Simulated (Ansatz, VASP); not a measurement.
**KI in VASP and in Ansatz**

```
K I
1.0
     0.00000    3.59368    3.59368
     3.59368    0.00000    3.59368
     3.59368    3.59368    0.00000
K I
1 1
Cartesian
  0.0000 0.0000 0.0000
  3.5937 3.5937 3.5937
```

Change from the starting cell: volume scaled by 1.06, PAW files.

Alike in both runs: task electric field gradients; functional PBE; k mesh 8 × 8 × 8; occupations fermi-dirac, width 0.01 eV; no spin polarisation.

|  | VASP | Ansatz |
| --- | --- | --- |
| version | VASP 6.6.1 | Ansatz 0.2.0 |
| potentials or method | VASP PAW PBE potentials, release 64 (K_sv, I) | PAW with Ansatz's default frozen-core files, scalar-relativistic |
| plane-wave cutoff (eV) | 520 | 420 |
| valence electrons in the cell | 16 | 26 |

```csv
,VASP,Ansatz,Ansatz less VASP
gap on the k mesh at the Fermi level (eV),3.85,3.85,+0.004
pressure (GPa),0.0,0.0,-0.02
```

VASP's potentials hold 16 valence electrons a cell and Ansatz's 26, so a difference there can come from the potentials and not from the codes.

Spin-orbit coupling is off throughout.
